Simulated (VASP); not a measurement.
## MgF2: single point with PBE

Crystal: MgF2.

```
Mg F
1.0
     4.60122    0.00000    0.00000
     0.00000    4.60122    0.00000
     0.00000    0.00000    3.04228
Mg F
2 4
Cartesian
  0.0000 0.0000 0.0000
  2.3006 2.3006 1.5211
  1.3918 1.3918 0.0000
  0.9088 3.6924 1.5211
  3.2094 3.2094 0.0000
  3.6924 0.9088 1.5211
```

| Property | Result |
| --- | --- |
| Program | VASP 6.6.1 |
| Task | single point |
| Functional | PBE |
| Potentials or basis | VASP PAW PBE potentials, release 64 (Mg, F) |
| Cutoff | 600 eV |
| k mesh | 4 × 4 × 4 |
| Occupations | gaussian, width 0.05 eV |
| Spin | no spin polarisation |

```yaml
Pressure: 5.0 GPa
Largest_force: 0.005 eV/Å
Band_gap_on_the_k_mesh: 7.19 eV
```

Forces in eV/Å, atoms in the order of the input:
```
Mg   0.000  0.000  0.000
Mg   0.000  0.000  0.000
F    0.003  0.003  0.000
F   -0.003  0.003  0.000
F   -0.003 -0.003  0.000
F    0.003 -0.003  0.000
```

Levels at points of the mesh, in eV from the valence-band top:
| k point | band 12 | band 13 | band 14 | band 15 | band 16 | band 17 | band 18 | band 19 | band 20 | band 21 |
| --- | --- | --- | --- | --- | --- | --- | --- | --- | --- | --- |
| (0.00, 0.00, 0.00) | -1.24 | -0.73 | -0.32 | -0.32 | 0.00 | 7.19 | 12.33 | 12.33 | 13.80 | 14.57 |
| (0.50, 0.00, 0.00) | -1.40 | -0.99 | -0.99 | -0.38 | -0.38 | 9.61 | 9.61 | 13.60 | 13.60 | 15.67 |
| (0.50, 0.50, 0.00) | -1.30 | -0.97 | -0.97 | -0.79 | -0.79 | 11.35 | 11.35 | 11.40 | 11.40 | 17.52 |
| (0.00, 0.00, 0.50) | -1.46 | -1.18 | -1.18 | -0.87 | -0.87 | 11.95 | 11.95 | 15.05 | 15.05 | 15.54 |
| (0.50, 0.00, 0.50) | -1.39 | -0.74 | -0.74 | -0.67 | -0.67 | 12.85 | 12.85 | 13.59 | 13.59 | 15.91 |
| (0.50, 0.50, 0.50) | -1.42 | -0.62 | -0.62 | -0.48 | -0.48 | 13.41 | 13.41 | 13.43 | 13.43 | 14.73 |

Run time: 12 s on 1 thread of Intel(R) Xeon(R) 6975P-C (Granite Rapids), on a shared host, peak memory 0.19 GiB.

Caveat: the k points lie up to 0.52 Å⁻¹ apart. PBE gaps usually lie below the measured ones, often by a third to a half.
